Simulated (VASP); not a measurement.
A run of VASP 6.6.1 is set up as follows.

Contents of INCAR:

```
PREC     = Accurate       # precision mode
ENCUT    = 520            # plane-wave cutoff, eV
EDIFF    = 1E-6           # SCF threshold, eV
ISMEAR   = -1             # smearing method
SIGMA    = 0.15           # smearing width, eV
LREAL    = F              # projectors in reciprocal space
LASPH    = T              # aspherical terms in the spheres
NELM     = 80             # most SCF steps
ALGO     = Normal         # electronic algorithm
ISIF     = 2              # what is computed and relaxed
LWAVE    = F              # write WAVECAR
LCHARG   = T              # write CHGCAR
GGA      = CA             # functional
LELF     = T              # ELF
LVHAR    = T            
NBANDS   = 21             # bands
```

File KPOINTS:

```
regular mesh
0
Gamma
  18 18 8
```

File POSCAR:

```
Ru
1.0
    2.6764717861      0.0000000000      0.0000000000
   -1.3382358931      2.3178925593      0.0000000000
    0.0000000000      0.0000000000      4.2251287888
Ru
2
Direct
    0.3333333333      0.6666666667      0.2500000000
    0.6666666667      0.3333333333      0.7500000000
```

Potentials or basis: VASP PAW LDA potentials, release 64 (Ru_pv).

The run is started by

```bash
$ cat potpaw_LDA.64/Ru_pv/POTCAR > POTCAR
$ mpirun -np 1 vasp_std > vasp.out
```

(1) What does it give for the pressure?

(2) Estimate the band gap on the k mesh.

Answers

(1) 0.9 GPa.

(2) zero (band 14 reaches 15.09 eV, above the bottom of band 15 at 11.61 eV).
